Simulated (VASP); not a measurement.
# Co (P6_3/mmc) in VASP: single point with PBE

Aim: the single point of Co with PBE.

Program: VASP 6.6.1. These are calculated values, not measurements. Logs are shortened: lines on timing, memory, paths and dates and some standing lists are left out, and cuts for length are marked.

**1. The cell of the first run**

The structure is hexagonal, space group P6_3/mmc (No. 194). Conventional cell: a = 2.507 Å, b = 2.507 Å, c = 4.070 Å, α = 90.00°, β = 90.00°, γ = 120.00°. Co (site symmetry -6m2) has 12 Co at 2.50 to 2.51 Å within 3.3 Å.

**2. Single point, PBE, collinear spin, ferromagnetic start**

File INCAR:

```
SYSTEM = Co
ALGO = Normal
EDIFF = 1E-7
ENCUT = 520
GGA = PE
ISIF = 2
ISMEAR = -1
ISPIN = 2
LASPH = .TRUE.
LCHARG = .TRUE.
LELF = .TRUE.
LMAXMIX = 4
LORBIT = 11
LREAL = .FALSE.
LVHAR = .TRUE.
LWAVE = .FALSE.
MAGMOM = 2 2 2 2
NBANDS = 30
NELM = 150
PREC = Accurate
SIGMA = 0.08
```

File KPOINTS:

```
k-points
0
G
  8 12 7
  0 0 0
```

File POSCAR:

```
Co
1.0
    0.0000000000      0.0000000000      4.0699000000
    2.5074000000      0.0000000000      0.0000000000
    0.0000000000      4.3429441948      0.0000000000
Co
4
Direct
    0.2500000000      1.0000000000      0.3333333334
    0.2500000000      0.5000000000      0.8333333334
    0.7500000000      0.5000000000      0.1666666666
    0.7500000000      0.0000000000      0.6666666666
```

Potentials or basis: VASP PAW PBE potentials, release 64 (Co).

Started as:

```bash
$ cat potpaw_PBE.64/Co/POTCAR > POTCAR
$ mpirun -np 1 vasp_std > vasp.out
```

OUTCAR:

```text
SYSTEM = Co
   EDIFF = 1E-7
   ENCUT = 520
   GGA = PE
   ISIF = 2
   ISMEAR = -1
   ISPIN = 2
   LASPH = .TRUE.
   LORBIT = 11
   LREAL = .FALSE.
   NELM = 150
   PREC = Accurate

 ion  position               nearest neighbor table
   1  0.250  0.000  0.333-   4 2.50   4 2.50   3 2.50   3 2.50   3 2.50   3 2.50   2 2.51   2 2.51
                             2 2.51   2 2.51
   2  0.250  0.500  0.833-   3 2.50   3 2.50   4 2.50   4 2.50   4 2.50   4 2.50   1 2.51   1 2.51
                             1 2.51   1 2.51
   3  0.750  0.500  0.167-   2 2.50   2 2.50   1 2.50   1 2.50   1 2.50   1 2.50   4 2.51   4 2.51
                             4 2.51   4 2.51
   4  0.750  0.000  0.667-   1 2.50   1 2.50   2 2.50   2 2.50   2 2.50   2 2.50   3 2.51   3 2.51
                             3 2.51   3 2.51

  LATTYP: Found a simple orthorhombic cell.
 ALAT       =     2.5074000000
 B/A-ratio  =     1.6231554598
 C/A-ratio  =     1.7320508075

  Lattice vectors:

 A1 = (  -2.5074000000,   0.0000000000,   0.0000000000)
 A2 = (   0.0000000000,   0.0000000000,   4.0699000000)
 A3 = (   0.0000000000,   4.3429441948,   0.0000000000)

Analysis of symmetry for initial positions (statically):
=====================================================================
 Subroutine PRICEL returns following result:

  LATTYP: Found a hexagonal cell.
 ALAT       =     2.5074000000
 C/A-ratio  =     1.6231554598

  Lattice vectors:

 A1 = (  -2.5074000000,   0.0000000000,   0.0000000000)
 A2 = (   1.2537000000,  -2.1714720974,   0.0000000000)
 A3 = (   0.0000000000,   0.0000000000,   4.0699000000)

   2 primitive cells build up your supercell.

 Routine SETGRP: Setting up the symmetry group for a
 simple orthorhombic supercell.

 Subroutine GETGRP returns: Found  8 space group operations
 (whereof  4 operations were pure point group operations)
 out of a pool of  8 trial point group operations.

The static configuration has the point symmetry C_2h.
 The point group associated with its full space group is D_2h.

Analysis of symmetry for dynamics (positions and initial velocities):
=====================================================================
 Subroutine PRICEL returns following result:

  LATTYP: Found a hexagonal cell.
 ALAT       =     2.5074000000
 C/A-ratio  =     1.6231554598

  Lattice vectors:

 A1 = (  -2.5074000000,   0.0000000000,   0.0000000000)
 A2 = (   1.2537000000,  -2.1714720974,   0.0000000000)
 A3 = (   0.0000000000,   0.0000000000,   4.0699000000)

   2 primitive cells build up your supercell.

 Routine SETGRP: Setting up the symmetry group for a
 simple orthorhombic supercell.

 Subroutine GETGRP returns: Found  8 space group operations
 (whereof  4 operations were pure point group operations)
 out of a pool of  8 trial point group operations.

The dynamic configuration has the point symmetry C_2h.
 The point group associated with its full space group is D_2h.

Analysis of structural, dynamic, and magnetic symmetry:
=====================================================================
 Subroutine PRICEL returns following result:

  LATTYP: Found a hexagonal cell.
 ALAT       =     2.5074000000
 C/A-ratio  =     1.6231554598

  Lattice vectors:

 A1 = (  -2.5074000000,   0.0000000000,   0.0000000000)
 A2 = (   1.2537000000,  -2.1714720974,   0.0000000000)
 A3 = (   0.0000000000,   0.0000000000,   4.0699000000)

   2 primitive cells build up your supercell.

 Routine SETGRP: Setting up the symmetry group for a
 simple orthorhombic supercell.

 Subroutine GETGRP returns: Found  8 space group operations
 (whereof  4 operations were pure point group operations)
 out of a pool of  8 trial point group operations.

The overall configuration has the point symmetry C_2h.
 The point group associated with its full space group is D_2h.

 Subroutine INISYM returns: Found  8 space group operations
 (whereof  4 operations are pure point group operations),
 and found     2 'primitive' translations

----------------------------------------------------------------------------------------

                                     Primitive cell

  volume of cell :      22.1596

  direct lattice vectors                    reciprocal lattice vectors
    -2.507400000  0.000000000  0.000000000    -0.398819494 -0.230258542  0.000000000
     1.253700000 -2.171472097  0.000000000    -0.000000000 -0.460517085  0.000000000
     0.000000000  0.000000000  4.069900000     0.000000000  0.000000000  0.245706283

  length of vectors
     2.507400000  2.507400000  4.069900000     0.460517085  0.460517085  0.245706283

  position of ions in fractional coordinates (direct lattice)
     0.666666667  0.333333333  0.250000000
     0.333333333  0.666666667  0.750000000

  ion indices of the primitive-cell ions
   primitive index   ion index
                 1           1
                 2           4

----------------------------------------------------------------------------------------

 KPOINTS: k-points

Automatic generation of k-mesh.
 Grid dimensions read from file:
 generate k-points for:    8   12    7

 Generating k-lattice:

  Cartesian coordinates                     Fractional coordinates (reciprocal lattice)
     0.000000000  0.000000000  0.030713285     0.125000000  0.000000000  0.000000000
     0.033234958  0.000000000  0.000000000     0.000000000  0.083333333  0.000000000
     0.000000000  0.032894077  0.000000000     0.000000000  0.000000000  0.142857143

  Length of vectors
     0.030713285  0.033234958  0.032894077

  Shift w.r.t. Gamma in fractional coordinates (k-lattice)
     0.000000000  0.000000000  0.000000000

 Subroutine IBZKPT returns following result:
 ===========================================

 Found    140 irreducible k-points:

 Following reciprocal coordinates:
            Coordinates               Weight
  0.000000  0.000000  0.000000      1.000000
  0.125000  0.000000  0.000000      2.000000
  0.250000  0.000000  0.000000      2.000000
  0.375000  0.000000  0.000000      2.000000
  0.500000  0.000000  0.000000      1.000000
  0.000000  0.083333  0.000000      2.000000
[... 16 lines left out ...]
  0.250000  0.333333  0.000000      4.000000
  0.375000  0.333333  0.000000      4.000000
 [... further k-points ...]
   k-points           NKPTS =    140   k-points in BZ     NKDIM =    140   number of bands    NBANDS=     30
   number of dos      NEDOS =    301   number of ions     NIONS =      4
   total plane-waves  NPLWV =  19200
   dimension x,y,z NGX =    30 NGY =   20 NGZ =   32
   dimension x,y,z NGXF=    60 NGYF=   40 NGZF=   64
   ions per type =               4
   NGX,Y,Z   is equivalent  to a cutoff of  12.25, 13.26, 12.25 a.u.
   NGXF,Y,Z  is equivalent  to a cutoff of  24.51, 26.52, 24.50 a.u.
 SYSTEM =  Co
   PREC   = accura    normal or accurate (medium, high low for compatibility)
   ISTART =      0    job   : 0-new  1-cont  2-samecut
   ICHARG =      2    charge: 1-file 2-atom 10-const
   ISPIN  =      2    spin polarized calculation?
   LNONCOLLINEAR =      F non collinear calculations
   LSORBIT =      F    spin-orbit coupling
   LASPH  =      T    aspherical Exc in radial PAW
   ENCUT  =  520.0 eV  38.22 Ry    6.18 a.u.   7.57  4.66  8.07*2*pi/ulx,y,z
   NELM   =    150;   NELMIN=  2; NELMDL= -5     # of ELM steps
   EDIFF  = 0.1E-06   stopping-criterion for ELM
   LREAL  =      F    real-space projection
   EDIFFG = 0.1E-05   stopping-criterion for IOM
   NSW    =      0    number of steps for IOM
   IBRION =     -1    ionic relax: 0-MD 1-quasi-New 2-CG
   NFREE  =      0    steps in history (QN), initial steepest desc. (CG)
   ISIF   =      2    stress and relaxation
   ISYM   =      2    0-nonsym 1-usesym 2-fastsym
   POTIM  = 0.5000    time-step for ionic-motion
   TEBEG  =    0.0;   TEEND  =   0.0 temperature during run
   PSTRESS=    0.0 pullay stress
   NELECT =      36.0000    total number of electrons
   NUPDOWN=      -1.0000    fix difference up-down
   EMIN   =  10.00;   EMAX   =-10.00  energy-range for DOS
   EFERMI =   0.00;   METHOD = LEGACY
   ISMEAR =    -1;   SIGMA  =   0.08  broadening in eV -4-tet -1-fermi 0-gaus
   EFERMI_NEDOS =   21; number of points for ismear=-14 and -15
   IALGO  =     38    algorithm
   IMIX   =      4    mixing-type and parameters
     AMIX     =   0.40;   BMIX     =  1.00
     AMIX_MAG =   1.60;   BMIX_MAG =  1.00
  volume/ion in A,a.u.               =      11.08        74.77
  Fermi-wavevector in a.u.,A,eV,Ry     =   1.527490  2.886538 31.745475  2.333227
  Thomas-Fermi vector in A             =   2.635379
   LORBIT       =     11    0 simple, 1 ext, 2 COOP (PROOUT), +10 PAW based schemes
   GGA     = PE    functional components
   LHFCALC =     F    Hartree Fock is set to
   AEXX    =    0.0000 exact exchange contribution
   IVDW    =     0    specifies the selected vdW correction
   LEPSILON=     F    determine dielectric tensor
   LRPA    =     F    only Hartree local field effects (RPA)
 spin polarized calculation
  energy-cutoff  :      520.00
  volume of cell :       44.32
 maximum number of plane-waves:      1213
   NGX = 15   NGY =  9   NGZ = 17

 number of electron      35.9999994 magnetization       6.4955665

 Free energy of the ion-electron system (eV)
  ---------------------------------------------------
  ext. energy  EPLUGINS =         0.00000000
  ---------------------------------------------------
  free energy    TOTEN  =       -28.16240821 eV

  energy without entropy =      -28.08319525  energy(sigma->0) =      -28.12280173

 E-fermi :   9.9611     XC(G=0): -13.2811

 val. band max:        9.9610205767   @ k =   0.3750   0.1667   0.2857
 cond. band min:       9.9685860348   @ k =   0.3750   0.3333   0.0000
 fundamental gap:      0.0075654582
 Fermi energy:         9.9611331030

 spin component 1

 k-point     1 :       0.0000    0.0000    0.0000
  band No.  band energies     occupation
      1       1.1764      1.00000
      2       4.9259      1.00000
      3       5.3075      1.00000
      4       5.3167      1.00000
      5       5.5892      1.00000
      6       7.2520      1.00000
[... 22 lines left out ...]
     29      23.6203      0.00000
     30      24.6489      0.00000

 k-point     2 :       0.1250    0.0000    0.0000
  band No.  band energies     occupation
      1       1.3307      1.00000
      2       4.8922      1.00000
      3       5.1167      1.00000
      4       5.3373      1.00000
      5       5.8882      1.00000
      6       6.7994      1.00000
[... 718 lines left out ...]
 k-point    24 :       0.3750    0.3333    0.0000
  band No.  band energies     occupation
      1       4.6070      1.00000
      2       5.6147      1.00000
      3       6.1457      1.00000
      4       6.1786      1.00000
      5       6.1789      1.00000
      6       6.3959      1.00000
[... 22 lines left out ...]
     29      23.4225      0.00000
     30      23.7427      0.00000

 [... further k-points ...]

 spin component 2

 k-point     1 :       0.0000    0.0000    0.0000
  band No.  band energies     occupation
      1       1.1687      1.00000
      2       5.8712      1.00000
      3       6.1886      1.00000
      4       6.5237      1.00000
      5       6.8283      1.00000
      6       8.1686      1.00000
[... 22 lines left out ...]
     29      24.1798      0.00000
     30      24.7842      0.00000

 k-point     2 :       0.1250    0.0000    0.0000
  band No.  band energies     occupation
      1       1.3236      1.00000
      2       5.7495      1.00000
      3       6.0792      1.00000
      4       6.5353      1.00000
      5       7.0624      1.00000
      6       7.8487      1.00000
[... 718 lines left out ...]
 k-point    24 :       0.3750    0.3333    0.0000
  band No.  band energies     occupation
      1       4.8271      1.00000
      2       6.2044      1.00000
      3       7.3742      1.00000
      4       7.4700      1.00000
      5       7.4710      1.00000
      6       7.4946      1.00000
[... 22 lines left out ...]
     29      23.8504      0.00000
     30      24.1311      0.00000

 [... further k-points ...]

------------------------ aborting loop because EDIFF is reached ----------------------------------------

  FORCE on cell =-STRESS in cart. coord.  units (eV):
  Direction    XX          YY          ZZ          XY          YZ          ZX
  --------------------------------------------------------------------------------------
  -------------------------------------------------------------------------------------
  Total       -1.0658865     -1.2389372     -1.4537428      0.0000000      0.0000000      0.0000000
  in kB      -38.5327423    -44.7886796    -52.5540952      0.0000000      0.0000000      0.0000000
  external PRESSURE =     -45.2918390 kB  Pullay stress =       0.0000000 kB

 VOLUME and BASIS-vectors are now :
 -----------------------------------------------------------------------------
  energy-cutoff  :      520.00
  volume of cell :       44.32
      direct lattice vectors                 reciprocal lattice vectors
     0.000000000  0.000000000  4.069900000     0.000000000  0.000000000  0.245706283
     2.507400000  0.000000000  0.000000000     0.398819494  0.000000000  0.000000000
     0.000000000  4.342944195  0.000000000     0.000000000  0.230258542  0.000000000

 POSITION                                       TOTAL-FORCE (eV/Angst)
 -----------------------------------------------------------------------------------
      0.00000      1.44765      1.01747        -0.000000      0.001039     -0.000000
      1.25370      3.61912      1.01747         0.000000      0.001039      0.000000
      1.25370      0.72382      3.05242        -0.000000     -0.001039      0.000000
      0.00000      2.89530      3.05242         0.000000     -0.001039     -0.000000
 -----------------------------------------------------------------------------------
    total drift:                               -0.000000     -0.000000      0.000000

  FREE ENERGIE OF THE ION-ELECTRON SYSTEM (eV)
  ---------------------------------------------------
  free  energy   TOTEN  =       -28.1624082099 eV

  energy  without entropy=      -28.0831952480  energy(sigma->0) =      -28.12280173

 total charge

# of ion       s       p       d       tot
------------------------------------------
    1        0.480   0.504   7.249   8.233
    2        0.480   0.504   7.249   8.233
    3        0.480   0.504   7.249   8.233
    4        0.480   0.504   7.249   8.233
--------------------------------------------------
tot          1.920   2.014  28.996  32.930

 magnetization (x)

# of ion       s       p       d       tot
------------------------------------------
    1       -0.014  -0.053   1.715   1.648
    2       -0.014  -0.053   1.715   1.648
    3       -0.014  -0.053   1.715   1.648
    4       -0.014  -0.053   1.715   1.648
--------------------------------------------------
tot         -0.058  -0.211   6.859   6.590
```

Run time: 7 min. Hardware: 1 thread of Intel Xeon 8259CL, shared host; peak memory 0.32 GiB.

What came out:

```yaml
Free_energy: -28.1624 eV
Pressure: -4.5 GPa
Net_moment: 6.50 μB per cell
Site_moments: Co +1.65 μB
Valence_electrons_inside_the_program's_atomic_spheres: Co 8.23
```

Stress tensor (GPa, compression positive):
```
-3.85  0.00  0.00
 0.00 -4.48  0.00
 0.00  0.00 -5.26
```

Levels at points of the mesh, in eV from the Fermi level:
Spin up:
| k point | band 19 | band 20 | band 21 | band 22 | band 23 | band 24 |
| --- | --- | --- | --- | --- | --- | --- |
| (0.00, 0.00, 0.00) | -0.73 | -0.66 | -0.59 | -0.10 | 1.25 | 3.22 |
| (0.50, 0.00, 0.00) | -1.08 | -1.08 | -0.64 | -0.64 | 1.57 | 1.57 |
| (0.00, 0.50, 0.00) | -0.71 | -0.71 | 0.99 | 0.99 | 7.41 | 7.41 |
| (0.50, 0.50, 0.00) | -0.68 | -0.68 | 2.35 | 2.35 | 2.35 | 2.35 |
Spin down:
| k point | band 13 | band 14 | band 15 | band 16 | band 17 | band 18 |
| --- | --- | --- | --- | --- | --- | --- |
| (0.00, 0.00, 0.00) | -0.56 | -0.56 | -0.17 | -0.13 | -0.13 | 1.03 |
| (0.50, 0.00, 0.00) | -0.03 | -0.03 | 0.25 | 0.25 | 0.70 | 0.70 |
| (0.00, 0.50, 0.00) | -0.60 | -0.60 | 0.41 | 0.41 | 1.09 | 1.09 |
| (0.50, 0.50, 0.00) | -0.23 | -0.23 | -0.23 | -0.23 | 1.20 | 1.20 |

Caveat: the cell stands under tension.
